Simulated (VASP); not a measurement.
# Re (P6_3/mmc) in VASP: further runs

Re is run at these levels: r2SCAN; tasks: single point.

All numbers are computed with VASP 6.6.1; they aren't measurements. Logs are shortened: lines on timing, memory, paths and dates and some standing lists are left out, and cuts for length are marked.

### 1 The cell of the first run

Symmetry: P6_3/mmc, No. 194, hexagonal system. Conventional cell: a = 2.760 Å, b = 2.760 Å, c = 4.453 Å, α = 90.00°, β = 90.00°, γ = 120.00°. Within 3.6 Å of Re (site symmetry -6m2) lie 12 Re at 2.74 to 2.76 Å.

### 2 Single point, r2SCAN

The input, POSCAR:

```
Re
1.0
    2.7596424600      0.0000000000      0.0000000000
   -1.3798212300      2.3899204757      0.0000000000
    0.0000000000      0.0000000000      4.4533436527
Re
2
Direct
    0.3333333333      0.6666666667      0.2500000000
    0.6666666667      0.3333333333      0.7500000000
```

The input, INCAR.step1:

```
ALGO = Normal ; EDIFF = 1E-4
ENCUT = 520 ; GGA = PE
ISMEAR = 1 ; LASPH = True
LCHARG = False ; LREAL = False
LWAVE = True ; NBANDS = 14
NELM = 80 ; PREC = Accurate
SIGMA = 0.05
```

The input, INCAR.step2:

```
ALGO = Normal ; EDIFF = 1E-6
ENCUT = 520 ; ISIF = 2
ISMEAR = 1 ; ISTART = 1
LASPH = True ; LCHARG = True
LELF = True ; LMIXTAU = True
LREAL = False ; LVHAR = True
LWAVE = False ; METAGGA = R2SCAN
NBANDS = 14 ; NELM = 80
PREC = Accurate ; SIGMA = 0.05
```

The input, KPOINTS:

```
k-points
0
Gamma
  10 10 6
```

Potentials or basis: VASP PAW PBE potentials, release 64 (Re).

Command:

```
$ cat potpaw_PBE.64/Re/POTCAR > POTCAR
$ cp INCAR.step1 INCAR
$ mpirun -np 1 vasp_std > vasp.out
$ cp INCAR.step2 INCAR
$ mpirun -np 1 vasp_std > vasp.out
```

OUTCAR:

```text
EDIFF = 1E-6
   ENCUT = 520
   ISIF = 2
   ISMEAR = 1
   ISTART = 1
   LASPH = True
   LREAL = False
   METAGGA = R2SCAN
   NELM = 80
   PREC = Accurate

 ion  position               nearest neighbor table
   1  0.333  0.667  0.250-   2 2.74   2 2.74   2 2.74   2 2.74   2 2.74   2 2.74
   2  0.667  0.333  0.750-   1 2.74   1 2.74   1 2.74   1 2.74   1 2.74   1 2.74

  LATTYP: Found a hexagonal cell.
 ALAT       =     2.7596424600
 C/A-ratio  =     1.6137393584

  Lattice vectors:

 A1 = (   2.7596424600,   0.0000000000,   0.0000000000)
 A2 = (  -1.3798212300,   2.3899204757,   0.0000000000)
 A3 = (   0.0000000000,   0.0000000000,   4.4533436527)

Analysis of symmetry for initial positions (statically):
=====================================================================
 Subroutine PRICEL returns:
 Original cell was already a primitive cell.

 Routine SETGRP: Setting up the symmetry group for a
 hexagonal supercell.

 Subroutine GETGRP returns: Found 24 space group operations
 (whereof 12 operations were pure point group operations)
 out of a pool of 24 trial point group operations.

The static configuration has the point symmetry D_3d.
 The point group associated with its full space group is D_6h.

Analysis of symmetry for dynamics (positions and initial velocities):
=====================================================================
 Subroutine PRICEL returns:
 Original cell was already a primitive cell.

 Routine SETGRP: Setting up the symmetry group for a
 hexagonal supercell.

 Subroutine GETGRP returns: Found 24 space group operations
 (whereof 12 operations were pure point group operations)
 out of a pool of 24 trial point group operations.

The dynamic configuration has the point symmetry D_3d.
 The point group associated with its full space group is D_6h.

 Subroutine INISYM returns: Found 24 space group operations
 (whereof 12 operations are pure point group operations),
 and found     1 'primitive' translations

----------------------------------------------------------------------------------------

                                     Primitive cell

  volume of cell :      29.3713

  direct lattice vectors                    reciprocal lattice vectors
     2.759642460  0.000000000  0.000000000     0.362365783  0.209211982  0.000000000
    -1.379821230  2.389920476  0.000000000     0.000000000  0.418423964  0.000000000
     0.000000000  0.000000000  4.453343653     0.000000000  0.000000000  0.224550378

  length of vectors
     2.759642460  2.759642460  4.453343653     0.418423964  0.418423964  0.224550378

  position of ions in fractional coordinates (direct lattice)
     0.333333333  0.666666667  0.250000000
     0.666666667  0.333333333  0.750000000

  ion indices of the primitive-cell ions
   primitive index   ion index
                 1           1
                 2           2

----------------------------------------------------------------------------------------

 KPOINTS: k-points

Automatic generation of k-mesh.
 Grid dimensions read from file:
 generate k-points for:   10   10    6

 Generating k-lattice:

  Cartesian coordinates                     Fractional coordinates (reciprocal lattice)
     0.036236578  0.020921198  0.000000000     0.100000000  0.000000000  0.000000000
     0.000000000  0.041842396  0.000000000     0.000000000  0.100000000  0.000000000
     0.000000000  0.000000000  0.037425063     0.000000000  0.000000000  0.166666667

  Length of vectors
     0.041842396  0.041842396  0.037425063

  Shift w.r.t. Gamma in fractional coordinates (k-lattice)
     0.000000000  0.000000000  0.000000000

 Subroutine IBZKPT returns following result:
 ===========================================

 Found     56 irreducible k-points:

 Following reciprocal coordinates:
            Coordinates               Weight
  0.000000  0.000000  0.000000      1.000000
  0.100000  0.000000  0.000000      6.000000
  0.200000  0.000000  0.000000      6.000000
  0.300000  0.000000  0.000000      6.000000
  0.400000  0.000000  0.000000      6.000000
  0.500000  0.000000  0.000000      3.000000
[... 16 lines left out ...]
  0.300000  0.100000  0.166667     24.000000
  0.400000  0.100000  0.166667     24.000000
 [... further k-points ...]
   k-points           NKPTS =     56   k-points in BZ     NKDIM =     56   number of bands    NBANDS=     14
   number of dos      NEDOS =    301   number of ions     NIONS =      2
   total plane-waves  NPLWV =  20736
   dimension x,y,z NGX =    24 NGY =   24 NGZ =   36
   dimension x,y,z NGXF=    48 NGYF=   48 NGZF=   72
   ions per type =               2
   NGX,Y,Z   is equivalent  to a cutoff of  14.46, 14.46, 13.44 a.u.
   NGXF,Y,Z  is equivalent  to a cutoff of  28.92, 28.92, 26.88 a.u.
 SYSTEM =  unknown system
   PREC   = accura    normal or accurate (medium, high low for compatibility)
   ISTART =      1    job   : 0-new  1-cont  2-samecut
   ICHARG =      0    charge: 1-file 2-atom 10-const
   ISPIN  =      1    spin polarized calculation?
   LNONCOLLINEAR =      F non collinear calculations
   LSORBIT =      F    spin-orbit coupling
   LASPH  =      T    aspherical Exc in radial PAW
   ENCUT  =  520.0 eV  38.22 Ry    6.18 a.u.   5.13  5.13  8.28*2*pi/ulx,y,z
   NELM   =     80;   NELMIN=  2; NELMDL=  0     # of ELM steps
   EDIFF  = 0.1E-05   stopping-criterion for ELM
   LREAL  =      F    real-space projection
   EDIFFG = 0.1E-04   stopping-criterion for IOM
   NSW    =      0    number of steps for IOM
   IBRION =     -1    ionic relax: 0-MD 1-quasi-New 2-CG
   NFREE  =      0    steps in history (QN), initial steepest desc. (CG)
   ISIF   =      2    stress and relaxation
   ISYM   =      2    0-nonsym 1-usesym 2-fastsym
   POTIM  = 0.5000    time-step for ionic-motion
   TEBEG  =    0.0;   TEEND  =   0.0 temperature during run
   PSTRESS=    0.0 pullay stress
   NELECT =      14.0000    total number of electrons
   NUPDOWN=      -1.0000    fix difference up-down
   EMIN   =  10.00;   EMAX   =-10.00  energy-range for DOS
   EFERMI =   0.00;   METHOD = LEGACY
   ISMEAR =     1;   SIGMA  =   0.05  broadening in eV -4-tet -1-fermi 0-gaus
   EFERMI_NEDOS =   21; number of points for ismear=-14 and -15
   IALGO  =     38    algorithm
   IMIX   =      4    mixing-type and parameters
     AMIX     =   0.40;   BMIX     =  1.00
     AMIX_MAG =   1.60;   BMIX_MAG =  1.00
  volume/ion in A,a.u.               =      14.69        99.10
  Fermi-wavevector in a.u.,A,eV,Ry     =   1.278822  2.416623 22.250765  1.635385
  Thomas-Fermi vector in A             =   2.411343
   LORBIT       =      0    0 simple, 1 ext, 2 COOP (PROOUT), +10 PAW based schemes
   METAGGA = R2SCAN    functional components
   LHFCALC =     F    Hartree Fock is set to
   AEXX    =    0.0000 exact exchange contribution
   IVDW    =     0    specifies the selected vdW correction
   LEPSILON=     F    determine dielectric tensor
   LRPA    =     F    only Hartree local field effects (RPA)
 non-spin polarized calculation
 Methfessel and Paxton  Order N= 1 SIGMA  =   0.05
  energy-cutoff  :      520.00
  volume of cell :       29.37
 maximum number of plane-waves:       808
 NGX is ok and might be reduce to    24
   NGX = 11   NGY = 11   NGZ = 17

 number of electron      14.0000000 magnetization

 Free energy of the ion-electron system (eV)
  ---------------------------------------------------
  ext. energy  EPLUGINS =         0.00000000
  ---------------------------------------------------
  free energy    TOTEN  =      -104.89431498 eV

  energy without entropy =     -104.89386964  energy(sigma->0) =     -104.89416653

 E-fermi :   7.7050     XC(G=0): -14.9989

 val. band max:        7.6991422534   @ k =   0.3000   0.2000   0.5000
 cond. band min:       7.7571705395   @ k =   0.3000   0.3000   0.5000
 fundamental gap:      0.0580282861
 Fermi energy:         7.7050415900

 k-point     1 :       0.0000    0.0000    0.0000
  band No.  band energies     occupation
      1      -2.6492      2.00000
      2       0.7668      2.00000
      3       6.0741      2.00000
      4       6.0849      2.00000
      5       6.0849      2.00000
      6       6.9545      2.00000
      7       6.9545      2.00000
      8       7.9237     -0.00000
      9       7.9237     -0.00000
     10       8.2694     -0.00000
     11      11.2418      0.00000
     12      11.2418      0.00000
     13      18.3014      0.00000
     14      22.5322      0.00000

 k-point     2 :       0.1000    0.0000    0.0000
  band No.  band energies     occupation
      1      -2.2248      2.00000
      2       1.1567      2.00000
      3       5.3298      2.00000
      4       6.4741      2.00000
      5       6.5876      2.00000
      6       6.7852      2.00000
      7       6.8601      2.00000
      8       7.3211      2.00000
      9       7.6135      2.02662
     10       7.7992     -0.02296
     11      11.4450      0.00000
     12      12.8051      0.00000
     13      18.2660      0.00000
     14      23.4469      0.00000

 k-point     3 :       0.2000    0.0000    0.0000
  band No.  band energies     occupation
      1      -1.0773      2.00000
      2       2.0081      2.00000
      3       4.5973      2.00000
      4       5.0005      2.00000
      5       6.0204      2.00000
      6       6.9555      2.00000
      7       7.3025      2.00000
      8       7.5947      2.00773
      9       7.6863      1.58807
     10       8.3652     -0.00000
     11      11.8157      0.00000
     12      15.3578      0.00000
     13      17.9876      0.00000
     14      24.7100      0.00000

 k-point     4 :       0.3000    0.0000    0.0000
  band No.  band energies     occupation
      1       0.3504      2.00000
      2       2.1583      2.00000
      3       3.4958      2.00000
      4       4.7056      2.00000
      5       5.9932      2.00000
      6       6.3101      2.00000
      7       6.7770      2.00000
      8       9.2053      0.00000
      9       9.2748      0.00000
     10       9.8959      0.00000
     11      12.0944      0.00000
     12      17.5404      0.00000
     13      17.8952      0.00000
     14      21.7708      0.00000

 k-point     5 :       0.4000    0.0000    0.0000
  band No.  band energies     occupation
      1       1.2780      2.00000
      2       1.7335      2.00000
      3       2.5386      2.00000
      4       5.3103      2.00000
      5       5.8668      2.00000
      6       6.4010      2.00000
      7       6.7874      2.00000
      8      11.0399      0.00000
      9      11.4928      0.00000
     10      11.5179      0.00000
     11      12.2353      0.00000
[... 276 lines left out ...]
 k-point    22 :       0.2000    0.1000    0.1667
  band No.  band energies     occupation
      1       0.1311      2.00000
      2       2.7022      2.00000
      3       3.6937      2.00000
      4       4.2658      2.00000
      5       5.5832      2.00000
      6       6.3488      2.00000
      7       6.9806      2.00000
      8       8.2251     -0.00000
      9       9.1620      0.00000
     10       9.5811      0.00000
     11      11.6815      0.00000
     12      15.2223      0.00000
     13      19.5070      0.00000
     14      23.8204      0.00000

 k-point    23 :       0.3000    0.1000    0.1667
  band No.  band energies     occupation
      1       1.1572      2.00000
      2       2.4033      2.00000
      3       3.0782      2.00000
      4       4.3479      2.00000
      5       5.7553      2.00000
      6       6.4711      2.00000
      7       6.8013      2.00000
      8       9.4385      0.00000
      9      10.8200      0.00000
     10      10.9188      0.00000
     11      12.1667      0.00000
     12      16.2456      0.00000
     13      18.8920      0.00000
     14      21.8217      0.00000

 k-point    24 :       0.4000    0.1000    0.1667
  band No.  band energies     occupation
      1       1.3217      2.00000
      2       1.9743      2.00000
      3       3.1641      2.00000
      4       4.2216      2.00000
      5       5.6477      2.00000
      6       7.1431      2.00000
      7       7.2698      2.00000
      8      10.9434      0.00000
      9      11.3876      0.00000
     10      11.9308      0.00000
     11      13.4701      0.00000
     12      15.8449      0.00000
     13      18.2687      0.00000
     14      20.2654      0.00000

 [... further k-points ...]
[... 5 lines left out ...]
  --------------------------------------------------------------------------------------
  -------------------------------------------------------------------------------------
  Total       -0.0125516     -0.0125516      0.0822357      0.0000000      0.0000000     -0.0000000
  in kB       -0.6846808     -0.6846808      4.4858873      0.0000000      0.0000000     -0.0000000
  external PRESSURE =       1.0388419 kB  Pullay stress =       0.0000000 kB

 VOLUME and BASIS-vectors are now :
 -----------------------------------------------------------------------------
  energy-cutoff  :      520.00
  volume of cell :       29.37
      direct lattice vectors                 reciprocal lattice vectors
     2.759642460  0.000000000  0.000000000     0.362365783  0.209211982  0.000000000
    -1.379821230  2.389920476  0.000000000     0.000000000  0.418423964  0.000000000
     0.000000000  0.000000000  4.453343653     0.000000000  0.000000000  0.224550378

 POSITION                                       TOTAL-FORCE (eV/Angst)
 -----------------------------------------------------------------------------------
     -0.00000      1.59328      1.11334         0.000000     -0.000000      0.000000
      1.37982      0.79664      3.34001        -0.000000      0.000000      0.000000
 -----------------------------------------------------------------------------------
    total drift:                               -0.000000      0.000000     -0.000000

  FREE ENERGIE OF THE ION-ELECTRON SYSTEM (eV)
  ---------------------------------------------------
  free  energy   TOTEN  =      -104.8943149807 eV

  energy  without entropy=     -104.8938696386  energy(sigma->0) =     -104.89416653
```

Wall time 35 s (1 thread of Intel Xeon 6975P-C (Granite Rapids), shared host); peak memory 0.17 GiB.

Results:

```yaml
Free_energy: -104.8943 eV
Pressure: 0.1 GPa
Band_gap_on_the_k_mesh: zero (band 7 reaches 9.32 eV, above the bottom of band 8 at 5.95 eV)
```

Stress tensor (GPa, compression positive):
```
-0.07  0.00  0.00
 0.00 -0.07  0.00
 0.00  0.00  0.45
```

Caveat: the PAW data sets were made with another functional, which shifts forces and pressure a little; spin-orbit coupling is left out, which moves the levels of the heavy elements.

### 3 Single point, r2SCAN

POSCAR is that of step 2.

The input, INCAR.step1:

```
SYSTEM = Re
PREC = Accurate
ENCUT = 520
ISMEAR = 1
SIGMA = 0.05
LREAL = .False.
LASPH = .True.
NELM = 100
NBANDS = 14
GGA = PE
ALGO = Normal
EDIFF = 1E-4
LWAVE = .True.
LCHARG = .False.
```

The input, INCAR.step2:

```
SYSTEM = Re
PREC = Accurate
ENCUT = 520
EDIFF = 1E-7
ISMEAR = 1
SIGMA = 0.05
LREAL = .False.
LASPH = .True.
NELM = 100
ALGO = Normal
ISIF = 2
LWAVE = .False.
LCHARG = .True.
METAGGA = R2SCAN
LMIXTAU = .True.
LELF = .True.
LVHAR = .True.
NBANDS = 14
ISTART = 1
```

The input, KPOINTS:

```
Automatic mesh
0
Gamma
  10 10 6
  0 0 0
```

Potentials or basis: VASP PAW PBE potentials, release 64 (Re).

Command:

```
$ cat potpaw_PBE.64/Re/POTCAR > POTCAR
$ cp INCAR.step1 INCAR
$ mpirun -np 1 vasp_std > vasp.out
$ cp INCAR.step2 INCAR
$ mpirun -np 1 vasp_std > vasp.out
```

OUTCAR:

```text
SYSTEM = Re
   PREC = Accurate
   ENCUT = 520
   EDIFF = 1E-7
   ISMEAR = 1
   LREAL = .False.
   LASPH = .True.
   NELM = 100
   ISIF = 2
   METAGGA = R2SCAN
   ISTART = 1

 ion  position               nearest neighbor table
   1  0.333  0.667  0.250-   2 2.74   2 2.74   2 2.74   2 2.74   2 2.74   2 2.74
   2  0.667  0.333  0.750-   1 2.74   1 2.74   1 2.74   1 2.74   1 2.74   1 2.74

  LATTYP: Found a hexagonal cell.
 ALAT       =     2.7596424600
 C/A-ratio  =     1.6137393584

  Lattice vectors:

 A1 = (   2.7596424600,   0.0000000000,   0.0000000000)
[... 590 lines left out ...]
     11      13.4701      0.00000
     12      15.8449      0.00000
     13      18.2686      0.00000
     14      20.2654      0.00000

 [... further k-points ...]
[... 5 lines left out ...]
  --------------------------------------------------------------------------------------
  -------------------------------------------------------------------------------------
  Total       -0.0117969     -0.0117969      0.0833424     -0.0000000     -0.0000000      0.0000000
  in kB       -0.6435122     -0.6435122      4.5462597     -0.0000000     -0.0000000      0.0000000
  external PRESSURE =       1.0864118 kB  Pullay stress =       0.0000000 kB

 VOLUME and BASIS-vectors are now :
 -----------------------------------------------------------------------------
  energy-cutoff  :      520.00
  volume of cell :       29.37
      direct lattice vectors                 reciprocal lattice vectors
     2.759642460  0.000000000  0.000000000     0.362365783  0.209211982  0.000000000
    -1.379821230  2.389920476  0.000000000     0.000000000  0.418423964  0.000000000
     0.000000000  0.000000000  4.453343653     0.000000000  0.000000000  0.224550378

 POSITION                                       TOTAL-FORCE (eV/Angst)
 -----------------------------------------------------------------------------------
     -0.00000      1.59328      1.11334         0.000000      0.000000      0.000000
      1.37982      0.79664      3.34001        -0.000000     -0.000000      0.000000
 -----------------------------------------------------------------------------------
    total drift:                               -0.000000      0.000000     -0.000000

  FREE ENERGIE OF THE ION-ELECTRON SYSTEM (eV)
  ---------------------------------------------------
  free  energy   TOTEN  =      -104.8943147921 eV

  energy  without entropy=     -104.8938691070  energy(sigma->0) =     -104.89416623
```

It took 46 s on 1 thread of Intel Xeon 6975P-C (Granite Rapids), shared host; peak memory 0.17 GiB.

Results:

| Property | Result |
| --- | --- |
| Free energy | -104.8943 eV |
| Pressure | 0.1 GPa |
| Band gap on the k mesh | zero (band 7 reaches 9.32 eV, above the bottom of band 8 at 5.95 eV) |

Stress tensor (GPa, compression positive):
```
-0.06  0.00  0.00
 0.00 -0.06  0.00
 0.00  0.00  0.45
```

Levels at points of the mesh, in eV from the Fermi level:
```csv
k point,band 4,band 5,band 6,band 7,band 8,band 9,band 10,band 11
"(0.00, 0.00, 0.00)",-1.62,-1.62,-0.75,-0.75,0.22,0.22,0.56,3.54
"(0.50, 0.00, 0.00)",-1.99,-1.88,-1.44,-0.62,4.13,4.57,4.69,6.30
"(0.00, 0.00, 0.50)",-2.50,-1.76,-1.76,-1.76,-1.76,2.68,2.68,2.68
"(0.50, 0.00, 0.50)",-4.28,0.44,0.44,0.91,0.91,4.46,4.46,4.97
```

Caveat: the PAW data sets were made with another functional, which shifts forces and pressure a little; spin-orbit coupling is left out, which moves the levels of the heavy elements.
